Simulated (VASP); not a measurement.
# CdF2 (P1) in VASP: single point with PBEsol

Aim: the single point of CdF2 with PBEsol.

All numbers are computed with VASP 6.6.1; they aren't measurements. Logs are shortened: lines on timing, memory, paths and dates and some standing lists are left out, and cuts for length are marked.

### Step 1. The cell of the first run

The typed cell holds 24 atoms: a = 7.620 Å, b = 7.620 Å, c = 7.620 Å, α = 60.00°, β = 60.00°, γ = 60.00°.

### Step 2. Single point, PBEsol

Input file INCAR:

```
PREC = Accurate
ENCUT = 520
EDIFF = 1E-6
ISMEAR = -1
SIGMA = 0.19
LREAL = Auto
LASPH = True
NELM = 100
ALGO = Normal
ISIF = 2
LWAVE = False
LCHARG = False
GGA = PS
NBANDS = 122
```

Input file KPOINTS:

```
regular mesh
0
Gamma
  2 2 2
```

Input file POSCAR:

```
CdF2
1.0
    0.0000000000      5.3883553621      5.3883553621
    5.3883553621      0.0000000000      5.3883553621
    5.3883553621      5.3883553621      0.0000000000
Cd F
8 16
Direct
   -0.0040084587     -0.0216722900     -0.0282160306
    0.0170784022     -0.0285689212      0.4729729813
   -0.0312945210      0.5389765160      0.0439592388
   -0.0070137356      0.5061537922      0.5521273747
    0.4822838928      0.0177933699     -0.0094871248
    0.4735505230      0.0166383792      0.4825280304
    0.5491994869      0.5062177263     -0.0436081112
    0.5171876784      0.4705220479      0.5378730253
    0.1226270273      0.0869189147      0.0996587946
    0.4009806991      0.4008545010      0.3593251317
    0.1086483650      0.1609290668      0.5792832488
    0.4140962038      0.3670532782      0.8909159061
    0.1364935960      0.6072557914      0.1432964139
    0.3467543201      0.8911460320      0.3426046309
    0.1295204108      0.5679714485      0.7401163680
    0.3632189914      0.8711242456      0.8485370197
    0.6544885708      0.1081571205      0.1443434866
    0.8686011195      0.4063248158      0.3787356926
    0.6134548072      0.1130503575      0.6217124289
    0.8918295430      0.3329519639      0.8911497437
    0.6258610046      0.6794634455      0.0713149884
    0.8570856392      0.8410616404      0.4227070872
    0.6285862332      0.6401745557      0.5992988181
    0.8556041111      0.8897015282      0.8187808159
```

Potentials or basis: VASP PAW PBE potentials, release 64 (Cd, F).

The run is started by

```
$ cat potpaw_PBE.64/Cd/POTCAR potpaw_PBE.64/F/POTCAR > POTCAR
$ mpirun -np 1 vasp_std > vasp.out
```

OUTCAR:

```text
PREC = Accurate
   ENCUT = 520
   EDIFF = 1E-6
   ISMEAR = -1
   LREAL = Auto
   LASPH = True
   NELM = 100
   ISIF = 2
   GGA = PS

 ion  position               nearest neighbor table
   1  0.996  0.978  0.972-  17 2.19  20 2.23   9 2.26  16 2.29  13 2.35  24 2.39  11 2.47  22 2.81
                             3 3.21   4 3.68   6 3.69   5 3.71   7 3.74   2 3.75
   2  0.017  0.971  0.473-  14 2.06  22 2.16  24 2.17   9 2.33  11 2.44  19 2.52  15 2.68  18 2.73
                             4 3.37   5 3.62   6 3.70   1 3.75
   3  0.969  0.539  0.044-  15 1.96  18 2.09  13 2.12  21 2.21  24 2.33  20 2.76  12 2.78   1 3.21
                             8 3.63   5 3.70   7 3.72
   4  0.993  0.506  0.552-  22 2.10  20 2.15  11 2.25  23 2.33  15 2.45  18 2.49  13 2.56  10 2.57
                             7 3.24   2 3.37   1 3.68   6 3.74
   5  0.482  0.018  0.991-  21 2.12  14 2.20  12 2.22   9 2.28  19 2.30  24 2.35  16 2.54  17 2.61
                             8 3.46   2 3.62   3 3.70   1 3.71   6 3.71
   6  0.474  0.017  0.483-  17 2.15  11 2.28  16 2.28  19 2.34  23 2.35  22 2.43  10 2.43  14 2.44
                             1 3.69   2 3.70   5 3.71   4 3.74   7 3.78
   7  0.549  0.506  0.956-  12 2.14  20 2.17  23 2.24  21 2.30  16 2.31  17 2.50  10 2.51  13 2.59
                             4 3.24   8 3.47   3 3.72   1 3.74   6 3.78
   8  0.517  0.471  0.538-  23 2.17  12 2.20  18 2.22  19 2.26  10 2.31  15 2.46  14 2.68   5 3.46
                             7 3.47   3 3.63
   9  0.123  0.087  0.100-   1 2.26   5 2.28   2 2.33
  10  0.401  0.401  0.359-   8 2.31   6 2.43   7 2.51   4 2.57
  11  0.109  0.161  0.579-   4 2.25   6 2.28   2 2.44   1 2.47
  12  0.414  0.367  0.891-   7 2.14   8 2.20   5 2.22   3 2.78
  13  0.136  0.607  0.143-   3 2.12   1 2.35   4 2.56   7 2.59
  14  0.347  0.891  0.343-   2 2.06   5 2.20   6 2.44   8 2.68
  15  0.130  0.568  0.740-   3 1.96   4 2.45   8 2.46   2 2.68
  16  0.363  0.871  0.849-   6 2.28   1 2.29   7 2.31   5 2.54
  17  0.654  0.108  0.144-   6 2.15   1 2.19   7 2.50   5 2.61
  18  0.869  0.406  0.379-   3 2.09   8 2.22   4 2.49   2 2.73
  19  0.613  0.113  0.622-   8 2.26   5 2.30   6 2.34   2 2.52
  20  0.892  0.333  0.891-   4 2.15   7 2.17   1 2.23   3 2.76
  21  0.626  0.679  0.071-   5 2.12   3 2.21   7 2.30
  22  0.857  0.841  0.423-   4 2.10   2 2.16   6 2.43   1 2.81
  23  0.629  0.640  0.599-   8 2.17   7 2.24   4 2.33   6 2.35
  24  0.856  0.890  0.819-   2 2.17   3 2.33   5 2.35   1 2.39

  LATTYP: Found a face centered cubic cell.
 ALAT       =    10.7767107242

  Lattice vectors:

 A1 = (   0.0000000000,   5.3883553621,   5.3883553621)
 A2 = (   5.3883553621,   0.0000000000,   5.3883553621)
 A3 = (   5.3883553621,   5.3883553621,   0.0000000000)

Analysis of symmetry for initial positions (statically):
=====================================================================
 Subroutine PRICEL returns:
 Original cell was already a primitive cell.

 Routine SETGRP: Setting up the symmetry group for a
 face centered cubic supercell.

 Subroutine GETGRP returns: Found  1 space group operations
 (whereof  1 operations were pure point group operations)
 out of a pool of 48 trial point group operations.

The static configuration has the point symmetry C_1 .

Analysis of symmetry for dynamics (positions and initial velocities):
=====================================================================
 Subroutine PRICEL returns:
 Original cell was already a primitive cell.

 Routine SETGRP: Setting up the symmetry group for a
 face centered cubic supercell.

 Subroutine GETGRP returns: Found  1 space group operations
 (whereof  1 operations were pure point group operations)
 out of a pool of 48 trial point group operations.

The dynamic configuration has the point symmetry C_1 .

 Subroutine INISYM returns: Found  1 space group operations
 (whereof  1 operations are pure point group operations),
 and found     1 'primitive' translations

----------------------------------------------------------------------------------------

                                     Primitive cell

  volume of cell :     312.8950

  direct lattice vectors                    reciprocal lattice vectors
     0.000000000  5.388355362  5.388355362    -0.092792692  0.092792692  0.092792692
     5.388355362  0.000000000  5.388355362     0.092792692 -0.092792692  0.092792692
     5.388355362  5.388355362  0.000000000     0.092792692  0.092792692 -0.092792692
[... 58 lines left out ...]

 KPOINTS: regular mesh

Automatic generation of k-mesh.
 Grid dimensions read from file:
 generate k-points for:    2    2    2

 Generating k-lattice:

  Cartesian coordinates                     Fractional coordinates (reciprocal lattice)
    -0.046396346  0.046396346  0.046396346     0.500000000  0.000000000  0.000000000
     0.046396346 -0.046396346  0.046396346     0.000000000  0.500000000  0.000000000
     0.046396346  0.046396346 -0.046396346     0.000000000  0.000000000  0.500000000

  Length of vectors
     0.080360829  0.080360829  0.080360829

  Shift w.r.t. Gamma in fractional coordinates (k-lattice)
     0.000000000  0.000000000  0.000000000

 Subroutine IBZKPT returns following result:
 ===========================================

 Found      8 irreducible k-points:

 Following reciprocal coordinates:
            Coordinates               Weight
  0.000000  0.000000  0.000000      1.000000
  0.500000  0.000000  0.000000      1.000000
  0.000000  0.500000  0.000000      1.000000
  0.000000  0.000000  0.500000      1.000000
  0.500000  0.500000  0.500000      1.000000
  0.500000  0.500000  0.000000      1.000000
  0.000000  0.500000  0.500000      1.000000
  0.500000  0.000000  0.500000      1.000000
   k-points           NKPTS =      8   k-points in BZ     NKDIM =      8   number of bands    NBANDS=    122
   number of dos      NEDOS =    301   number of ions     NIONS =     24
   total plane-waves  NPLWV = 216000
   dimension x,y,z NGX =    60 NGY =   60 NGZ =   60
   dimension x,y,z NGXF=   120 NGYF=  120 NGZF=  120
   ions per type =               8  16
   NGX,Y,Z   is equivalent  to a cutoff of  13.09, 13.09, 13.09 a.u.
   NGXF,Y,Z  is equivalent  to a cutoff of  26.18, 26.18, 26.18 a.u.
 SYSTEM =  unknown system
   PREC   = accura    normal or accurate (medium, high low for compatibility)
   ISTART =      0    job   : 0-new  1-cont  2-samecut
   ICHARG =      2    charge: 1-file 2-atom 10-const
   ISPIN  =      1    spin polarized calculation?
   LNONCOLLINEAR =      F non collinear calculations
   LSORBIT =      F    spin-orbit coupling
   LASPH  =      T    aspherical Exc in radial PAW
   ENCUT  =  520.0 eV  38.22 Ry    6.18 a.u.  14.17 14.17 14.17*2*pi/ulx,y,z
   NELM   =    100;   NELMIN=  2; NELMDL= -5     # of ELM steps
   EDIFF  = 0.1E-05   stopping-criterion for ELM
   LREAL  =      T    real-space projection
   EDIFFG = 0.1E-04   stopping-criterion for IOM
   NSW    =      0    number of steps for IOM
   IBRION =     -1    ionic relax: 0-MD 1-quasi-New 2-CG
   NFREE  =      0    steps in history (QN), initial steepest desc. (CG)
   ISIF   =      2    stress and relaxation
   ISYM   =      2    0-nonsym 1-usesym 2-fastsym
   POTIM  = 0.5000    time-step for ionic-motion
   TEBEG  =    0.0;   TEEND  =   0.0 temperature during run
   PSTRESS=    0.0 pullay stress
   NELECT =     208.0000    total number of electrons
   NUPDOWN=      -1.0000    fix difference up-down
   EMIN   =  10.00;   EMAX   =-10.00  energy-range for DOS
   EFERMI =   0.00;   METHOD = LEGACY
   ISMEAR =    -1;   SIGMA  =   0.19  broadening in eV -4-tet -1-fermi 0-gaus
   EFERMI_NEDOS =   21; number of points for ismear=-14 and -15
   IALGO  =     38    algorithm
   IMIX   =      4    mixing-type and parameters
     AMIX     =   0.40;   BMIX     =  1.00
     AMIX_MAG =   1.60;   BMIX_MAG =  1.00
  volume/ion in A,a.u.               =      13.04        87.98
  Fermi-wavevector in a.u.,A,eV,Ry     =   1.428772  2.699988 27.774804  2.041391
  Thomas-Fermi vector in A             =   2.548798
   LORBIT       =      0    0 simple, 1 ext, 2 COOP (PROOUT), +10 PAW based schemes
   GGA     = PS    functional components
   LHFCALC =     F    Hartree Fock is set to
   AEXX    =    0.0000 exact exchange contribution
   IVDW    =     0    specifies the selected vdW correction
   LEPSILON=     F    determine dielectric tensor
   LRPA    =     F    only Hartree local field effects (RPA)
 non-spin polarized calculation
  energy-cutoff  :      520.00
  volume of cell :      312.90
 maximum number of plane-waves:      8424
 NGX is ok and might be reduce to    60
   NGX = 29   NGY = 29   NGZ = 29

 number of electron     207.9999997 magnetization

 Free energy of the ion-electron system (eV)
  ---------------------------------------------------
  ext. energy  EPLUGINS =         0.00000000
  ---------------------------------------------------
  free energy    TOTEN  =       -88.75696182 eV

  energy without entropy =      -88.75176813  energy(sigma->0) =      -88.75436497

 E-fermi :   0.4240     XC(G=0): -10.6964

 val. band max:       -1.0321029363   @ k =   0.0000   0.0000   0.0000
 cond. band min:       1.3704037803   @ k =   0.0000   0.0000   0.0000
 fundamental gap:      2.4025067166
 Fermi energy:         0.4240223704

 k-point     1 :       0.0000    0.0000    0.0000
  band No.  band energies     occupation
      1     -22.4261      2.00000
      2     -22.1342      2.00000
      3     -22.1138      2.00000
      4     -22.0393      2.00000
      5     -21.9254      2.00000
      6     -21.7890      2.00000
[... 941 lines left out ...]
    115       8.3245      0.00000
    116       8.7421      0.00000
 [bands above 116 left out]

------------------------ aborting loop because EDIFF is reached ----------------------------------------

  FORCE on cell =-STRESS in cart. coord.  units (eV):
  Direction    XX          YY          ZZ          XY          YZ          ZX
  --------------------------------------------------------------------------------------
  -------------------------------------------------------------------------------------
  Total       10.9590799     12.4939649     14.0058231     -0.8152452     -1.2626361     -3.1204958
  in kB       56.1159077     63.9752776     71.7167391     -4.1744586     -6.4653213    -15.9784813
  external PRESSURE =      63.9359748 kB  Pullay stress =       0.0000000 kB

 VOLUME and BASIS-vectors are now :
 -----------------------------------------------------------------------------
  energy-cutoff  :      520.00
  volume of cell :      312.90
      direct lattice vectors                 reciprocal lattice vectors
     0.000000000  5.388355362  5.388355362    -0.092792692  0.092792692  0.092792692
     5.388355362  0.000000000  5.388355362     0.092792692 -0.092792692  0.092792692
     5.388355362  5.388355362  0.000000000     0.092792692  0.092792692 -0.092792692

 POSITION                                       TOTAL-FORCE (eV/Angst)
 -----------------------------------------------------------------------------------
     10.50789     10.60307     10.63833        -0.314082      0.679117      0.331747
      7.78296      2.64057      5.32644         1.147470     -0.988216     -0.179482
      3.14107      5.45660      8.12393         0.330251      0.485326     -1.452268
      5.70240      8.32562      8.07790        -1.643474      0.106118      0.640399
      5.43311      7.93595      2.69459        -0.164485     -0.811181      0.246834
      2.68969      5.15169      2.64131         0.565634      0.436305      0.158807
[... 16 lines left out ...]
      6.67872      6.61628      6.83653         0.321863     -0.249956     -0.361879
      9.20591      9.02218      9.40433         1.121221      0.971348      0.980322
 -----------------------------------------------------------------------------------
    total drift:                                0.001227     -0.001907      0.000433

  FREE ENERGIE OF THE ION-ELECTRON SYSTEM (eV)
  ---------------------------------------------------
  free  energy   TOTEN  =       -88.7569618166 eV

  energy  without entropy=      -88.7517681271  energy(sigma->0) =      -88.75436497
```

Run time: 12 min. Hardware: 1 thread of Intel Xeon Platinum 8259CL at 2.50GHz (Skylake/Cascade Lake), shared host; peak memory 0.58 GiB.

Results:

| Property | Result |
| --- | --- |
| Free energy | -88.7570 eV |
| Pressure | 6.4 GPa |
| Largest force | 3.806 eV/Å |
| Band gap on the k mesh | 2.40 eV |

Forces in eV/Å, atoms in the order of the input:
```
Cd  -0.314  0.679  0.332
Cd   1.147 -0.988 -0.179
Cd   0.330  0.485 -1.452
Cd  -1.643  0.106  0.640
Cd  -0.164 -0.811  0.247
Cd   0.566  0.436  0.159
Cd   1.953  0.412 -0.727
Cd  -0.673 -1.304 -0.463
F    0.810  0.500  0.131
F    0.443 -0.024 -0.140
F   -0.228  0.822 -0.248
F   -0.300  0.338 -0.608
F    0.650  0.066  0.797
F   -0.169  1.720  0.389
F   -2.912 -1.772  1.691
F   -0.257 -0.332 -0.060
F   -0.386 -0.598 -0.441
F   -0.357 -0.106 -0.951
F    0.312 -0.419  0.281
F    0.403 -0.491  0.323
F   -0.591  0.658 -1.215
F   -0.061 -0.100  0.875
F    0.322 -0.250 -0.362
F    1.121  0.971  0.980
```

Caveat: the k points lie up to 0.50 Å⁻¹ apart; the atoms stand as in a frame of molecular dynamics; the PAW data sets were made with another functional, which shifts forces and pressure a little.
